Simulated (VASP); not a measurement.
# BAs (I-4m2) in VASP: notebook

BAs is run at these levels: LDA; tasks: single point.

Everything below comes from runs of VASP 6.6.1. Logs are shortened: lines on timing, memory, paths and dates and some standing lists are left out, and cuts for length are marked.

## 1. The cell of the first run

Symmetry: I-4m2, No. 119, tetragonal system. The conventional cell has a = 3.108 Å, b = 3.108 Å, c = 5.159 Å, α = 90.00°, β = 90.00°, γ = 90.00°. Within 2.7 Å of B (site symmetry -4m2) lie 4 As at 2.02 Å. As (site symmetry -4m2) has 4 B at 2.02 Å within 2.7 Å.

## 2. Single point, LDA (strain -0.080 along x and y, +0.080 along z)

The input, INCAR:

```
SYSTEM = BAs
PREC = Accurate
ENCUT = 600
EDIFF = 1E-6
ISMEAR = 0
SIGMA = 0.05
LREAL = .False.
LASPH = .True.
NELM = 120
ALGO = Normal
ISIF = 2
LWAVE = .False.
LCHARG = .False.
GGA = CA
NBANDS = 16
GGA_COMPAT = .False.
```

The input, KPOINTS:

```
Automatic mesh
0
Gamma
  10 10 10
  0 0 0
```

The input, POSCAR:

```
BAs
1.0
    0.0000000000      2.1974200000      2.5795800000
    2.1974200000      0.0000000000      2.5795800000
    2.1974200000      2.1974200000      0.0000000000
B As
1 1
Direct
    0.0000000000      0.0000000000      0.0000000000
    0.7500000000      0.7500000000      0.7500000000
```

Potentials or basis: VASP PAW LDA potentials, release 64 (B, As_d).

On the command line:

```bash
$ cat potpaw_LDA.64/B/POTCAR potpaw_LDA.64/As_d/POTCAR > POTCAR
$ mpirun -np 1 vasp_std > vasp.out
```

OUTCAR:

```text
SYSTEM = BAs
   PREC = Accurate
   ENCUT = 600
   EDIFF = 1E-6
   ISMEAR = 0
   LREAL = .False.
   LASPH = .True.
   NELM = 120
   ISIF = 2
   GGA = CA

 ion  position               nearest neighbor table
   1  0.000  0.000  0.000-   2 2.02   2 2.02   2 2.02   2 2.02
   2  0.750  0.750  0.750-   1 2.02   1 2.02   1 2.02   1 2.02

  LATTYP: Found a body centered tetragonal cell.
 ALAT       =     3.1076211662
 C/A-ratio  =     1.6601637471

  Lattice vectors:

 A1 = (  -2.1974200000,   0.0000000000,   2.5795800000)
 A2 = (   2.1974200000,   0.0000000000,   2.5795800000)
 A3 = (   0.0000000000,   2.1974200000,  -2.5795800000)

Analysis of symmetry for initial positions (statically):
=====================================================================
 Subroutine PRICEL returns:
 Original cell was already a primitive cell.

 Routine SETGRP: Setting up the symmetry group for a
 body centered tetragonal supercell.

 Subroutine GETGRP returns: Found  8 space group operations
 (whereof  8 operations were pure point group operations)
 out of a pool of 16 trial point group operations.

The static configuration has the point symmetry D_2d.

Analysis of symmetry for dynamics (positions and initial velocities):
=====================================================================
 Subroutine PRICEL returns:
 Original cell was already a primitive cell.

 Routine SETGRP: Setting up the symmetry group for a
 body centered tetragonal supercell.

 Subroutine GETGRP returns: Found  8 space group operations
 (whereof  8 operations were pure point group operations)
 out of a pool of 16 trial point group operations.

The dynamic configuration has the point symmetry D_2d.

 Subroutine INISYM returns: Found  8 space group operations
 (whereof  8 operations are pure point group operations),
 and found     1 'primitive' translations

----------------------------------------------------------------------------------------

                                     Primitive cell

  volume of cell :      24.9118

  direct lattice vectors                    reciprocal lattice vectors
     0.000000000  2.197420000  2.579580000    -0.227539569  0.227539569  0.193830003
     2.197420000  0.000000000  2.579580000     0.227539569 -0.227539569  0.193830003
     2.197420000  2.197420000  0.000000000     0.227539569  0.227539569 -0.193830003

  length of vectors
     3.388640971  3.388640971  3.107621166     0.375657532  0.375657532  0.375657532

  position of ions in fractional coordinates (direct lattice)
     0.000000000  0.000000000  0.000000000
     0.750000000  0.750000000  0.750000000

  ion indices of the primitive-cell ions
   primitive index   ion index
                 1           1
                 2           2

----------------------------------------------------------------------------------------

 KPOINTS: Automatic mesh

Automatic generation of k-mesh.
 Grid dimensions read from file:
 generate k-points for:   10   10   10

 Generating k-lattice:

  Cartesian coordinates                     Fractional coordinates (reciprocal lattice)
    -0.022753957  0.022753957  0.019383000     0.100000000  0.000000000  0.000000000
     0.022753957 -0.022753957  0.019383000     0.000000000  0.100000000  0.000000000
     0.022753957  0.022753957 -0.019383000     0.000000000  0.000000000  0.100000000

  Length of vectors
     0.037565753  0.037565753  0.037565753

  Shift w.r.t. Gamma in fractional coordinates (k-lattice)
     0.000000000  0.000000000  0.000000000

 Subroutine IBZKPT returns following result:
 ===========================================

 Found    102 irreducible k-points:

 Following reciprocal coordinates:
            Coordinates               Weight
  0.000000  0.000000  0.000000      1.000000
  0.100000  0.000000  0.000000      8.000000
  0.200000  0.000000  0.000000      8.000000
  0.300000  0.000000  0.000000      8.000000
  0.400000  0.000000  0.000000      8.000000
  0.500000  0.000000  0.000000      4.000000
[... 16 lines left out ...]
  0.300000  0.300000  0.000000      2.000000
  0.400000  0.300000  0.000000      8.000000
 [... further k-points ...]
   k-points           NKPTS =    102   k-points in BZ     NKDIM =    102   number of bands    NBANDS=     16
   number of dos      NEDOS =    301   number of ions     NIONS =      2
   total plane-waves  NPLWV =  21952
   dimension x,y,z NGX =    28 NGY =   28 NGZ =   28
   dimension x,y,z NGXF=    56 NGYF=   56 NGZF=   56
   ions per type =               1   1
   NGX,Y,Z   is equivalent  to a cutoff of  13.74, 13.74, 14.98 a.u.
   NGXF,Y,Z  is equivalent  to a cutoff of  27.47, 27.47, 29.96 a.u.
 SYSTEM =  BAs
   PREC   = accura    normal or accurate (medium, high low for compatibility)
   ISTART =      0    job   : 0-new  1-cont  2-samecut
   ICHARG =      2    charge: 1-file 2-atom 10-const
   ISPIN  =      1    spin polarized calculation?
   LNONCOLLINEAR =      F non collinear calculations
[... 108 lines left out ...]
  band No.  band energies     occupation
      1     -30.2646      2.00000
      2     -30.2525      2.00000
      3     -30.2462      2.00000
      4     -30.2362      2.00000
      5     -30.2149      2.00000
      6      -7.8577      2.00000
[... 8 lines left out ...]
     15      19.2129      0.00000
     16      21.0950      0.00000

 k-point     6 :       0.5000    0.0000    0.0000
  band No.  band energies     occupation
      1     -30.2633      2.00000
      2     -30.2528      2.00000
      3     -30.2463      2.00000
      4     -30.2357      2.00000
      5     -30.2135      2.00000
      6      -7.2178      2.00000
[... 8 lines left out ...]
     15      20.3998      0.00000
     16      21.6588      0.00000

 k-point     7 :       0.1000    0.1000    0.0000
  band No.  band energies     occupation
      1     -30.2804      2.00000
      2     -30.2490      2.00000
      3     -30.2490      2.00000
      4     -30.2346      2.00000
      5     -30.2239      2.00000
      6     -10.2740      2.00000
[... 8 lines left out ...]
     15      16.4356      0.00000
     16      20.4833      0.00000

 k-point     8 :       0.2000    0.1000    0.0000
  band No.  band energies     occupation
      1     -30.2788      2.00000
      2     -30.2480      2.00000
      3     -30.2471      2.00000
      4     -30.2346      2.00000
      5     -30.2234      2.00000
      6      -9.9067      2.00000
[... 8 lines left out ...]
     15      17.6697      0.00000
     16      20.6794      0.00000

 k-point     9 :       0.3000    0.1000    0.0000
  band No.  band energies     occupation
      1     -30.2743      2.00000
      2     -30.2482      2.00000
      3     -30.2453      2.00000
      4     -30.2351      2.00000
      5     -30.2213      2.00000
      6      -9.2008      2.00000
[... 8 lines left out ...]
     15      18.8850      0.00000
     16      19.7661      0.00000
[... 172 lines left out ...]
 k-point    19 :       0.5000    0.2000    0.0000
  band No.  band energies     occupation
      1     -30.2695      2.00000
      2     -30.2464      2.00000
      3     -30.2419      2.00000
      4     -30.2346      2.00000
      5     -30.2186      2.00000
      6      -7.3207      2.00000
[... 8 lines left out ...]
     15      20.7470      0.00000
     16      21.2650      0.00000

 k-point    20 :      -0.4000    0.2000    0.0000
  band No.  band energies     occupation
      1     -30.2652      2.00000
      2     -30.2492      2.00000
      3     -30.2425      2.00000
      4     -30.2365      2.00000
      5     -30.2158      2.00000
      6      -6.8083      2.00000
[... 8 lines left out ...]
     15      19.0816      0.00000
     16      20.9853      0.00000

 k-point    21 :      -0.3000    0.2000    0.0000
  band No.  band energies     occupation
      1     -30.2633      2.00000
      2     -30.2517      2.00000
      3     -30.2430      2.00000
      4     -30.2390      2.00000
      5     -30.2146      2.00000
      6      -7.4641      2.00000
[... 8 lines left out ...]
     15      18.5882      0.00000
     16      20.7851      0.00000

 k-point    22 :      -0.2000    0.2000    0.0000
  band No.  band energies     occupation
      1     -30.2643      2.00000
      2     -30.2532      2.00000
      3     -30.2446      2.00000
      4     -30.2398      2.00000
      5     -30.2156      2.00000
      6      -8.4498      2.00000
[... 8 lines left out ...]
     15      18.4493      0.00000
     16      19.4226      0.00000

 k-point    23 :       0.3000    0.3000    0.0000
  band No.  band energies     occupation
      1     -30.2822      2.00000
      2     -30.2403      2.00000
      3     -30.2403      2.00000
      4     -30.2325      2.00000
      5     -30.2252      2.00000
      6      -8.7931      2.00000
[... 8 lines left out ...]
     15      20.5630      0.00000
     16      23.9696      0.00000

 k-point    24 :       0.4000    0.3000    0.0000
  band No.  band energies     occupation
      1     -30.2805      2.00000
      2     -30.2393      2.00000
      3     -30.2385      2.00000
      4     -30.2324      2.00000
      5     -30.2246      2.00000
      6      -8.1133      2.00000
[... 8 lines left out ...]
     15      21.5615      0.00000
     16      23.6015      0.00000

 [... further k-points ...]
[... 5 lines left out ...]
  --------------------------------------------------------------------------------------
  -------------------------------------------------------------------------------------
  Total        3.8878573      3.8878573     -2.9984285      0.0000000      0.0000000      0.0000000
  in kB      250.0436077    250.0436077   -192.8408932      0.0000000      0.0000000      0.0000000
  external PRESSURE =     102.4154407 kB  Pullay stress =       0.0000000 kB

 VOLUME and BASIS-vectors are now :
 -----------------------------------------------------------------------------
  energy-cutoff  :      600.00
  volume of cell :       24.91
      direct lattice vectors                 reciprocal lattice vectors
     0.000000000  2.197420000  2.579580000    -0.227539569  0.227539569  0.193830003
     2.197420000  0.000000000  2.579580000     0.227539569 -0.227539569  0.193830003
     2.197420000  2.197420000  0.000000000     0.227539569  0.227539569 -0.193830003

 POSITION                                       TOTAL-FORCE (eV/Angst)
 -----------------------------------------------------------------------------------
      0.00000      0.00000      0.00000        -0.000000     -0.000000      0.000000
      3.29613      3.29613      3.86937         0.000000      0.000000     -0.000000
 -----------------------------------------------------------------------------------
    total drift:                               -0.000000     -0.000000      0.000000

  FREE ENERGIE OF THE ION-ELECTRON SYSTEM (eV)
  ---------------------------------------------------
  free  energy   TOTEN  =       -12.5424155358 eV

  energy  without entropy=      -12.5422974349  energy(sigma->0) =      -12.54235649
```

Wall time 30 s (1 thread of AMD EPYC 9R45 (Zen 5), shared host); peak memory 0.14 GiB.

What came out:

| Quantity | Value |
| --- | --- |
| Free energy | -12.5424 eV |
| Pressure | 10.2 GPa |
| Band gap on the k mesh | zero (band 9 reaches 6.40 eV, above the bottom of band 10 at 6.18 eV) |

Stress tensor (GPa, compression positive):
```
 25.00   0.00   0.00
  0.00  25.00   0.00
  0.00   0.00 -19.28
```

Caveat: the cell differs from its parent crystal (strain -0.080 along x and y, +0.080 along z).

## 3. Single point, LDA (strain -0.040 along x and y, +0.040 along z)

The input, INCAR:

```
PREC     = Accurate       # precision mode
ENCUT    = 600            # plane-wave cutoff, eV
EDIFF    = 1E-6           # SCF threshold, eV
ISMEAR   = 0              # smearing method
SIGMA    = 0.05           # smearing width, eV
LREAL    = F              # projectors in reciprocal space
LASPH    = T              # aspherical terms in the spheres
NELM     = 120            # most SCF steps
ALGO     = Normal         # electronic algorithm
ISIF     = 2              # what is computed and relaxed
LWAVE    = F              # write WAVECAR
LCHARG   = F              # write CHGCAR
GGA      = CA             # functional
NBANDS   = 16             # bands
GGA_COMPAT= F
```

The input, KPOINTS:

```
regular mesh
0
Gamma
  10 10 10
```

The input, POSCAR:

```
BAs
1.0
    0.0000000000      2.2929600000      2.4840400000
    2.2929600000      0.0000000000      2.4840400000
    2.2929600000      2.2929600000      0.0000000000
B As
1 1
Direct
    0.0000000000      0.0000000000      0.0000000000
    0.7500000000      0.7500000000      0.7500000000
```

Potentials or basis: VASP PAW LDA potentials, release 64 (B, As_d).

On the command line:

```bash
$ cat potpaw_LDA.64/B/POTCAR potpaw_LDA.64/As_d/POTCAR > POTCAR
$ mpirun -np 1 vasp_std > vasp.out
```

Run time: 69 s. Hardware: 1 thread of AMD EPYC 7R13 (Zen 3), shared host; peak memory 0.15 GiB.

It converged, with:

* Free energy: -12.8580 eV
* Pressure: 3.1 GPa
* Band gap on the k mesh: 0.47 eV, indirect (least direct gap 2.89 eV)

Stress tensor (GPa, compression positive):
```
 9.60  0.00  0.00
 0.00  9.60  0.00
 0.00  0.00 -9.80
```

Levels at points of the mesh, in eV from the valence-band top:
| k point | band 6 | band 7 | band 8 | band 9 | band 10 | band 11 | band 12 | band 13 |
| --- | --- | --- | --- | --- | --- | --- | --- | --- |
| (0.00, 0.00, 0.00) | -16.06 | -0.87 | 0.00 | 0.00 | 2.89 | 2.89 | 3.39 | 4.84 |
| (0.50, 0.00, 0.00) | -13.03 | -9.34 | -2.69 | -1.65 | 2.21 | 4.64 | 4.88 | 8.59 |
| (0.50, 0.50, 0.00) | -12.17 | -9.37 | -3.99 | -3.99 | 1.73 | 1.75 | 11.29 | 11.29 |
| (0.50, 0.00, 0.50) | -11.46 | -8.71 | -4.84 | -4.69 | 0.69 | 0.81 | 10.55 | 11.71 |

Caveat: the cell differs from its parent crystal (strain -0.040 along x and y, +0.040 along z). A k mesh can miss the band edges.

## 4. Single point, LDA (strain +0.000 along x and y, -0.040 along z)

The input, INCAR:

```
ALGO     = Normal         # electronic algorithm
EDIFF    = 1E-6           # SCF threshold, eV
ENCUT    = 600            # plane-wave cutoff, eV
GGA      = CA             # functional
GGA_COMPAT= F            
ISIF     = 2              # what is computed and relaxed
ISMEAR   = 0              # smearing method
LASPH    = T              # aspherical terms in the spheres
LCHARG   = F              # write CHGCAR
LREAL    = F              # projectors in reciprocal space
LWAVE    = F              # write WAVECAR
NBANDS   = 16             # bands
NELM     = 120            # most SCF steps
PREC     = Accurate       # precision mode
SIGMA    = 0.05           # smearing width, eV
```

The input, KPOINTS:

```
k-points
0
Gamma
  10 10 10
```

The input, POSCAR:

```
BAs
1.0
    0.0000000000      2.3885000000      2.2929600000
    2.3885000000      0.0000000000      2.2929600000
    2.3885000000      2.3885000000      0.0000000000
B As
1 1
Direct
    0.0000000000      0.0000000000      0.0000000000
    0.7500000000      0.7500000000      0.7500000000
```

On the command line:

```bash
$ cat potpaw_LDA.64/B/POTCAR potpaw_LDA.64/As_d/POTCAR > POTCAR
$ mpirun -np 1 vasp_std > vasp.out
```

It took 26 s on 1 thread of AMD EPYC 9R45 (Zen 5), shared host; peak memory 0.15 GiB.

Results (log left out):

| Item | Value |
| --- | --- |
| Free energy | -12.9213 eV |
| Pressure | 2.9 GPa |
| Band gap on the k mesh | 0.47 eV, indirect (least direct gap 2.88 eV) |

Stress tensor (GPa, compression positive):
```
0.16 0.00 0.00
0.00 0.16 0.00
0.00 0.00 8.41
```

Levels at points of the mesh, in eV from the valence-band top:
| k point | band 7 | band 8 | band 9 | band 10 | band 11 | band 12 |
| --- | --- | --- | --- | --- | --- | --- |
| (0.00, 0.00, 0.00) | -0.39 | -0.39 | 0.00 | 2.88 | 3.14 | 3.14 |
| (0.50, 0.00, 0.00) | -9.30 | -2.38 | -1.90 | 2.57 | 4.37 | 4.84 |
| (0.50, 0.50, 0.00) | -8.66 | -4.76 | -4.76 | 0.70 | 0.80 | 11.42 |
| (0.50, 0.00, 0.50) | -9.01 | -4.39 | -4.32 | 1.23 | 1.29 | 11.03 |

Caveat: the cell differs from its parent crystal (strain +0.000 along x and y, -0.040 along z). A k mesh can miss the band edges.

## 5. Single point, LDA (strain -0.080 along x and y, +0.040 along z)

INCAR is that of step 4.

KPOINTS is that of step 4.

The input, POSCAR:

```
BAs
1.0
    0.0000000000      2.1974200000      2.4840400000
    2.1974200000      0.0000000000      2.4840400000
    2.1974200000      2.1974200000      0.0000000000
B As
1 1
Direct
    0.0000000000      0.0000000000      0.0000000000
    0.7500000000      0.7500000000      0.7500000000
```

On the command line:

```bash
$ cat potpaw_LDA.64/B/POTCAR potpaw_LDA.64/As_d/POTCAR > POTCAR
$ mpirun -np 1 vasp_std > vasp.out
```

It used 64 s of CPU time on 1 thread of AMD EPYC 7R13 Processor (Zen 3), with other jobs on the host.

Results (log left out):

```yaml
Free_energy: -12.6112 eV
Pressure: 17.9 GPa
```

Stress tensor (GPa, compression positive):
```
29.15  0.00  0.00
 0.00 29.15  0.00
 0.00  0.00 -4.63
```

Levels at points of the mesh, in eV from the Fermi level:
| k point | band 7 | band 8 | band 9 | band 10 | band 11 | band 12 |
| --- | --- | --- | --- | --- | --- | --- |
| (0.00, 0.00, 0.00) | -1.47 | 0.01 | 0.01 | 2.79 | 2.79 | 3.55 |
| (0.50, 0.00, 0.00) | -10.19 | -3.38 | -1.61 | 1.85 | 5.06 | 5.08 |
| (0.50, 0.50, 0.00) | -10.33 | -4.17 | -4.17 | 1.83 | 1.99 | 11.90 |
| (0.50, 0.00, 0.50) | -9.24 | -5.59 | -5.33 | 0.21 | 0.37 | 10.42 |

Caveat: the cell differs from its parent crystal (strain -0.080 along x and y, +0.040 along z).

## 6. Summary

```tsv
cell	gap on the mesh (eV)	pressure (GPa)
a = 3.389, b = 3.389, c = 3.108 Å, angles 62.7, 62.7, 54.6°, 2 atoms	none	10.2
a = 3.381, b = 3.381, c = 3.243 Å, angles 61.3, 61.3, 57.3°, 2 atoms	0.47	3.1
a = 3.311, b = 3.311, c = 3.378 Å, angles 59.3, 59.3, 61.3°, 2 atoms	0.47	2.9
a = 3.316, b = 3.316, c = 3.108 Å, angles 62.1, 62.1, 55.9°, 2 atoms	-	17.9
```

Alike in all rows: task single point; level LDA; potentials or basis VASP PAW LDA potentials, release 64 (B, As_d); no spin polarisation; k mesh 10 × 10 × 10; cutoff (eV) 600; smearing gaussian 0.05 eV.

Total energies depend on the potentials used, so only differences within one code and one set of settings carry meaning.
